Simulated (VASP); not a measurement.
# Rb (Fd-3m) in VASP: a series of runs

Rb is run at these levels: PBEsol; tasks: density of states.

Everything below comes from runs of VASP 6.6.1. Logs are shortened: lines on timing, memory, paths and dates and some standing lists are left out, and cuts for length are marked.

## (1) The cell of the first run

Symmetry: Fd-3m, No. 227, cubic system. Conventional cell: a = 8.044 Å, b = 8.044 Å, c = 8.044 Å, α = 90.00°, β = 90.00°, γ = 90.00°. Rb (site symmetry -43m) has 4 Rb at 3.48 Å within 4.6 Å.

## (2) Density of states, PBEsol (volume scaled by 0.5)

Contents of POSCAR:

```
Rb
1.0
    0.0000000000      4.0220332306      4.0220332306
    4.0220332306      0.0000000000      4.0220332306
    4.0220332306      4.0220332306      0.0000000000
Rb
2
Direct
   -0.1250000000     -0.1250000000     -0.1250000000
    0.1250000000      0.1250000000      0.1250000000
```

Contents of INCAR.step1:

```
SYSTEM = Rb
ALGO = Normal ; EDIFF = 1E-7
ENCUT = 520 ; GGA = PS
ISIF = 2 ; ISMEAR = -1
LASPH = .True. ; LCHARG = .True.
LREAL = .False. ; LWAVE = .False.
NBANDS = 16 ; NELM = 100
PREC = Accurate ; SIGMA = 0.05
```

Contents of KPOINTS.step1:

```
k-points
0
Gamma
  8 8 8
  0 0 0
```

Contents of INCAR.step2:

```
SYSTEM = Rb
ALGO = Normal ; EDIFF = 1E-7
ENCUT = 520 ; GGA = PS
ICHARG = 11 ; ISIF = 2
ISMEAR = -5 ; LASPH = .True.
LCHARG = .False. ; LORBIT = 10
LREAL = .False. ; LWAVE = .False.
NBANDS = 16 ; NEDOS = 2001
NELM = 100 ; PREC = Accurate
SIGMA = 0.05
```

Contents of KPOINTS.step2:

```
k-points
0
Gamma
  12 12 12
  0 0 0
```

Potentials or basis: VASP PAW PBE potentials, release 64 (Rb_sv).

Started as:

```bash
> cat potpaw_PBE.64/Rb_sv/POTCAR > POTCAR
> cp INCAR.step1 INCAR
> cp KPOINTS.step1 KPOINTS
> mpirun -np 1 vasp_std > vasp.out
> cp INCAR.step2 INCAR
> cp KPOINTS.step2 KPOINTS
> mpirun -np 1 vasp_std > vasp.out
```

OUTCAR:

```text
SYSTEM = Rb
   EDIFF = 1E-7
   ENCUT = 520
   GGA = PS
   ICHARG = 11
   ISIF = 2
   ISMEAR = -5
   LASPH = .True.
   LORBIT = 10
   LREAL = .False.
   NELM = 100
   PREC = Accurate

 ion  position               nearest neighbor table
   1  0.875  0.875  0.875-   2 3.48   2 3.48   2 3.48   2 3.48
   2  0.125  0.125  0.125-   1 3.48   1 3.48   1 3.48   1 3.48

  LATTYP: Found a face centered cubic cell.
 ALAT       =     8.0440664612

  Lattice vectors:

 A1 = (   0.0000000000,   4.0220332306,   4.0220332306)
 A2 = (   4.0220332306,   0.0000000000,   4.0220332306)
 A3 = (   4.0220332306,   4.0220332306,   0.0000000000)

Analysis of symmetry for initial positions (statically):
=====================================================================
 Subroutine PRICEL returns:
 Original cell was already a primitive cell.

 Routine SETGRP: Setting up the symmetry group for a
 face centered cubic supercell.

 Subroutine GETGRP returns: Found 48 space group operations
 (whereof 12 operations were pure point group operations)
 out of a pool of 48 trial point group operations.

The static configuration has the point symmetry D_3d.
 The point group associated with its full space group is O_h .

Analysis of symmetry for dynamics (positions and initial velocities):
=====================================================================
 Subroutine PRICEL returns:
 Original cell was already a primitive cell.

 Routine SETGRP: Setting up the symmetry group for a
 face centered cubic supercell.

 Subroutine GETGRP returns: Found 48 space group operations
 (whereof 12 operations were pure point group operations)
 out of a pool of 48 trial point group operations.

The dynamic configuration has the point symmetry D_3d.
 The point group associated with its full space group is O_h .

 Subroutine INISYM returns: Found 48 space group operations
 (whereof 12 operations are pure point group operations),
 and found     1 'primitive' translations

----------------------------------------------------------------------------------------

                                     Primitive cell

  volume of cell :     130.1269

  direct lattice vectors                    reciprocal lattice vectors
     0.000000000  4.022033231  4.022033231    -0.124315233  0.124315233  0.124315233
     4.022033231  0.000000000  4.022033231     0.124315233 -0.124315233  0.124315233
     4.022033231  4.022033231  0.000000000     0.124315233  0.124315233 -0.124315233

  length of vectors
     5.688013943  5.688013943  5.688013943     0.215320300  0.215320300  0.215320300

  position of ions in fractional coordinates (direct lattice)
     0.875000000  0.875000000  0.875000000
     0.125000000  0.125000000  0.125000000

  ion indices of the primitive-cell ions
   primitive index   ion index
                 1           1
                 2           2

----------------------------------------------------------------------------------------

 KPOINTS: k-points

Automatic generation of k-mesh.
 Grid dimensions read from file:
 generate k-points for:   12   12   12

 Generating k-lattice:

  Cartesian coordinates                     Fractional coordinates (reciprocal lattice)
    -0.010359603  0.010359603  0.010359603     0.083333333  0.000000000  0.000000000
     0.010359603 -0.010359603  0.010359603     0.000000000  0.083333333  0.000000000
     0.010359603  0.010359603 -0.010359603     0.000000000  0.000000000  0.083333333

  Length of vectors
     0.017943358  0.017943358  0.017943358

  Shift w.r.t. Gamma in fractional coordinates (k-lattice)
     0.000000000  0.000000000  0.000000000

 TETIRR: Found    247 inequivalent tetrahedra from    10368

 Subroutine IBZKPT returns following result:
 ===========================================

 Found     72 irreducible k-points:

 Following reciprocal coordinates:
            Coordinates               Weight
  0.000000  0.000000  0.000000      1.000000
  0.083333  0.000000  0.000000      8.000000
  0.166667  0.000000  0.000000      8.000000
  0.250000  0.000000  0.000000      8.000000
  0.333333  0.000000  0.000000      8.000000
  0.416667  0.000000  0.000000      8.000000
[... 16 lines left out ...]
  0.500000  0.166667  0.000000     24.000000
 -0.416667  0.166667  0.000000     24.000000
 [... further k-points ...]
   k-points           NKPTS =     72   k-points in BZ     NKDIM =     72   number of bands    NBANDS=     16
   number of dos      NEDOS =   2001   number of ions     NIONS =      2
   total plane-waves  NPLWV =  74088
   dimension x,y,z NGX =    42 NGY =   42 NGZ =   42
   dimension x,y,z NGXF=    84 NGYF=   84 NGZF=   84
   ions per type =               2
   NGX,Y,Z   is equivalent  to a cutoff of  12.28, 12.28, 12.28 a.u.
   NGXF,Y,Z  is equivalent  to a cutoff of  24.55, 24.55, 24.55 a.u.
 SYSTEM =  Rb
   PREC   = accura    normal or accurate (medium, high low for compatibility)
   ISTART =      0    job   : 0-new  1-cont  2-samecut
   ICHARG =     11    charge: 1-file 2-atom 10-const
   ISPIN  =      1    spin polarized calculation?
   LNONCOLLINEAR =      F non collinear calculations
   LSORBIT =      F    spin-orbit coupling
   LASPH  =      T    aspherical Exc in radial PAW
   ENCUT  =  520.0 eV  38.22 Ry    6.18 a.u.  10.58 10.58 10.58*2*pi/ulx,y,z
   NELM   =    100;   NELMIN=  2; NELMDL=  0     # of ELM steps
   EDIFF  = 0.1E-06   stopping-criterion for ELM
   LREAL  =      F    real-space projection
   EDIFFG = 0.1E-05   stopping-criterion for IOM
   NSW    =      0    number of steps for IOM
   IBRION =     -1    ionic relax: 0-MD 1-quasi-New 2-CG
   NFREE  =      0    steps in history (QN), initial steepest desc. (CG)
   ISIF   =      2    stress and relaxation
   ISYM   =      2    0-nonsym 1-usesym 2-fastsym
   POTIM  = 0.5000    time-step for ionic-motion
   TEBEG  =    0.0;   TEEND  =   0.0 temperature during run
   PSTRESS=    0.0 pullay stress
   NELECT =      18.0000    total number of electrons
   NUPDOWN=      -1.0000    fix difference up-down
   EMIN   =  10.00;   EMAX   =-10.00  energy-range for DOS
   EFERMI =   0.00;   METHOD = LEGACY
   ISMEAR =    -5;   SIGMA  =   0.05  broadening in eV -4-tet -1-fermi 0-gaus
   EFERMI_NEDOS =   21; number of points for ismear=-14 and -15
   IALGO  =     38    algorithm
   IMIX   =      4    mixing-type and parameters
     AMIX     =   0.40;   BMIX     =  1.00
     AMIX_MAG =   1.60;   BMIX_MAG =  1.00
  volume/ion in A,a.u.               =      65.06       439.07
  Fermi-wavevector in a.u.,A,eV,Ry     =   0.846662  1.599959  9.753151  0.716836
  Thomas-Fermi vector in A             =   1.962045
   LORBIT       =     10    0 simple, 1 ext, 2 COOP (PROOUT), +10 PAW based schemes
   GGA     = PS    functional components
   LHFCALC =     F    Hartree Fock is set to
   AEXX    =    0.0000 exact exchange contribution
   IVDW    =     0    specifies the selected vdW correction
   LEPSILON=     F    determine dielectric tensor
   LRPA    =     F    only Hartree local field effects (RPA)
 non-spin polarized calculation
 Fermi weights with tetrahedron method with Bloechl corrections
  energy-cutoff  :      520.00
  volume of cell :      130.13
 maximum number of plane-waves:      3527

 number of electron      18.0000000 magnetization

 Free energy of the ion-electron system (eV)
  ---------------------------------------------------
  ext. energy  EPLUGINS =         0.00000000
  ---------------------------------------------------
  free energy    TOTEN  =        -0.93555127 eV

  energy without entropy =       -0.93555127  energy(sigma->0) =       -0.93555127

 E-fermi :   0.8927     XC(G=0):  -6.4174

 val. band max:        0.9388356767   @ k =  -0.4167   0.5000   0.0833
 cond. band min:       0.8706321292   @ k =  -0.4167   0.1667   0.0000
 fundamental gap:     -0.0682035475
 Fermi energy:         0.8927454929

 k-point     1 :       0.0000    0.0000    0.0000
  band No.  band energies     occupation
      1     -28.7576      2.00000
      2     -28.5217      2.00000
      3     -13.0433      2.00000
      4     -13.0433      2.00000
      5     -13.0433      2.00000
      6     -12.4864      2.00000
[... 8 lines left out ...]
     15       4.1329      0.00000
     16       4.1329      0.00000

 k-point     2 :       0.0833    0.0000    0.0000
  band No.  band energies     occupation
      1     -28.7546      2.00000
      2     -28.5247      2.00000
      3     -13.0490      2.00000
      4     -13.0490      2.00000
      5     -13.0450      2.00000
      6     -12.4865      2.00000
[... 8 lines left out ...]
     15       3.9251      0.00000
     16       4.1269      0.00000

 k-point     3 :       0.1667    0.0000    0.0000
  band No.  band energies     occupation
      1     -28.7461      2.00000
      2     -28.5335      2.00000
      3     -13.0639      2.00000
      4     -13.0639      2.00000
      5     -13.0499      2.00000
      6     -12.4864      2.00000
[... 8 lines left out ...]
     15       3.8246      0.00000
     16       4.1216      0.00000

 k-point     4 :       0.2500    0.0000    0.0000
  band No.  band energies     occupation
      1     -28.7332      2.00000
      2     -28.5468      2.00000
      3     -13.0830      2.00000
      4     -13.0830      2.00000
      5     -13.0574      2.00000
      6     -12.4852      2.00000
[... 8 lines left out ...]
     15       3.9685      0.00000
     16       4.2820      0.00000

 k-point     5 :       0.3333    0.0000    0.0000
  band No.  band energies     occupation
      1     -28.7182      2.00000
      2     -28.5622      2.00000
      3     -13.1010      2.00000
      4     -13.1010      2.00000
      5     -13.0658      2.00000
      6     -12.4828      2.00000
[... 8 lines left out ...]
     15       3.9255      0.00000
     16       4.6212      0.00000

 k-point     6 :       0.4167    0.0000    0.0000
  band No.  band energies     occupation
      1     -28.7049      2.00000
      2     -28.5757      2.00000
      3     -13.1135      2.00000
      4     -13.1135      2.00000
      5     -13.0725      2.00000
      6     -12.4803      2.00000
[... 8 lines left out ...]
     15       3.8706      0.00000
     16       4.9284      0.00000
[... 267 lines left out ...]
 k-point    21 :       0.3333    0.1667    0.0000
  band No.  band energies     occupation
      1     -28.7182      2.00000
      2     -28.5622      2.00000
      3     -13.1344      2.00000
      4     -13.1249      2.00000
      5     -12.9851      2.00000
      6     -12.5616      2.00000
[... 8 lines left out ...]
     15       4.0083      0.00000
     16       4.2490      0.00000

 k-point    22 :       0.4167    0.1667    0.0000
  band No.  band energies     occupation
      1     -28.7031      2.00000
      2     -28.5776      2.00000
      3     -13.1583      2.00000
      4     -13.1360      2.00000
      5     -12.9789      2.00000
      6     -12.5688      2.00000
[... 8 lines left out ...]
     15       4.0387      0.00000
     16       4.5384      0.00000

 k-point    23 :       0.5000    0.1667    0.0000
  band No.  band energies     occupation
      1     -28.6915      2.00000
      2     -28.5894      2.00000
      3     -13.1756      2.00000
      4     -13.1387      2.00000
      5     -12.9777      2.00000
      6     -12.5700      2.00000
[... 8 lines left out ...]
     15       4.0630      0.00000
     16       4.8184      0.00000

 k-point    24 :      -0.4167    0.1667    0.0000
  band No.  band energies     occupation
      1     -28.6898      2.00000
      2     -28.5911      2.00000
      3     -13.1818      2.00000
      4     -13.1323      2.00000
      5     -12.9820      2.00000
      6     -12.5649      2.00000
[... 8 lines left out ...]
     15       4.0886      0.00000
     16       4.8758      0.00000

 [... further k-points ...]
[... 5 lines left out ...]
  --------------------------------------------------------------------------------------
  -------------------------------------------------------------------------------------
  Total        1.6084540      1.6084540      1.6084540      0.0000000      0.0000000      0.0000000
  in kB       19.8039704     19.8039704     19.8039704      0.0000000      0.0000000      0.0000000
  external PRESSURE =      19.8039704 kB  Pullay stress =       0.0000000 kB

 VOLUME and BASIS-vectors are now :
 -----------------------------------------------------------------------------
  energy-cutoff  :      520.00
  volume of cell :      130.13
      direct lattice vectors                 reciprocal lattice vectors
     0.000000000  4.022033231  4.022033231    -0.124315233  0.124315233  0.124315233
     4.022033231  0.000000000  4.022033231     0.124315233 -0.124315233  0.124315233
     4.022033231  4.022033231  0.000000000     0.124315233  0.124315233 -0.124315233

 POSITION                                       TOTAL-FORCE (eV/Angst)
 -----------------------------------------------------------------------------------
      7.03856      7.03856      7.03856        -0.000000      0.000000      0.000000
      1.00551      1.00551      1.00551         0.000000     -0.000000     -0.000000
 -----------------------------------------------------------------------------------
    total drift:                                0.000000      0.000000      0.000000

  FREE ENERGIE OF THE ION-ELECTRON SYSTEM (eV)
  ---------------------------------------------------
  free  energy   TOTEN  =        -0.9355512735 eV

  energy  without entropy=       -0.9355512735  energy(sigma->0) =       -0.93555127

 total charge

# of ion       s       p       d       tot
------------------------------------------
    1        1.973   5.314   0.019   7.306
    2        1.973   5.314   0.019   7.306
--------------------------------------------------
tot          3.946  10.628   0.037  14.612
```

Run time: 2.8 min. Hardware: 1 thread of Oxide Virtual Turin-like, shared host; peak memory 0.26 GiB.

What came out:

| Item | Value |
| --- | --- |
| Valence electrons inside the program's atomic spheres | Rb 7.31 |

Levels at points of the mesh, in eV from the Fermi level:
```
           k point  band 5  band 6  band 7  band 8  band 9  band 10  band 11  band 12  band 13  band 14
(0.00, 0.00, 0.00)  -13.94  -13.38  -13.38  -13.38   -2.38     2.03     2.03     2.50     2.50     2.50
(0.50, 0.00, 0.00)  -13.97  -13.37  -13.30  -13.30   -0.52    -0.18     1.59     1.59     2.79     2.95
(0.50, 0.50, 0.00)  -13.68  -13.68  -13.22  -13.22    0.01     0.01     1.40     1.40     2.77     2.77
```

Caveat: the cell differs from its parent crystal (volume scaled by 0.5); the PAW data sets were made with another functional, which shifts forces and pressure a little; tetrahedron occupations give inexact forces and stress in metals.

## (3) Density of states, PBEsol

This run uses another cell than the first one, of 130.13 Å³/atom, 2.000 times its volume.

Contents of POSCAR:

```
Rb
1.0
    0.0000000000      5.0674443306      5.0674443306
    5.0674443306      0.0000000000      5.0674443306
    5.0674443306      5.0674443306      0.0000000000
Rb
2
Direct
   -0.1250000000     -0.1250000000     -0.1250000000
    0.1250000000      0.1250000000      0.1250000000
```

Contents of INCAR.step1:

```
SYSTEM = Rb
PREC = Accurate
ENCUT = 520
EDIFF = 1E-6
ISMEAR = -1
SIGMA = 0.05
LREAL = .FALSE.
LASPH = .TRUE.
NELM = 60
ALGO = Normal
ISIF = 2
LWAVE = .FALSE.
LCHARG = .TRUE.
GGA = PS
NBANDS = 16
```

Contents of KPOINTS.step1:

```
Automatic mesh
0
G
  8 8 8
  0 0 0
```

Contents of INCAR.step2:

```
SYSTEM = Rb
PREC = Accurate
ENCUT = 520
EDIFF = 1E-6
ISMEAR = -5
SIGMA = 0.05
LREAL = .FALSE.
LASPH = .TRUE.
NELM = 60
ALGO = Normal
ISIF = 2
LWAVE = .FALSE.
LCHARG = .FALSE.
GGA = PS
LORBIT = 10
NBANDS = 16
NEDOS = 1001
ICHARG = 11
```

Contents of KPOINTS.step2:

```
Automatic mesh
0
G
  12 12 12
  0 0 0
```

Potentials or basis: VASP PAW PBE potentials, release 64 (Rb_sv).

Started as:

```bash
> cat potpaw_PBE.64/Rb_sv/POTCAR > POTCAR
> cp INCAR.step1 INCAR
> cp KPOINTS.step1 KPOINTS
> mpirun -np 1 vasp_std > vasp.out
> cp INCAR.step2 INCAR
> cp KPOINTS.step2 KPOINTS
> mpirun -np 1 vasp_std > vasp.out
```

It took 6.5 min on 1 thread of Oxide Virtual Turin-like, shared host; peak memory 0.47 GiB.

Results (log left out):

```yaml
Valence_electrons_inside_the_program's_atomic_spheres: Rb 7.29
```

Levels at points of the mesh, in eV from the Fermi level:
```tsv
k point	band 5	band 6	band 7	band 8	band 9	band 10	band 11	band 12	band 13	band 14
(0.00, 0.00, 0.00)	-13.45	-13.35	-13.35	-13.35	-1.62	2.04	2.04	2.04	2.21	2.21
(0.50, 0.00, 0.00)	-13.45	-13.36	-13.34	-13.34	-0.65	-0.07	1.74	1.74	2.00	2.30
(0.50, 0.50, 0.00)	-13.40	-13.40	-13.33	-13.33	-0.01	-0.01	1.06	1.06	1.65	1.65
```

Caveat: the PAW data sets were made with another functional, which shifts forces and pressure a little; tetrahedron occupations give inexact forces and stress in metals.
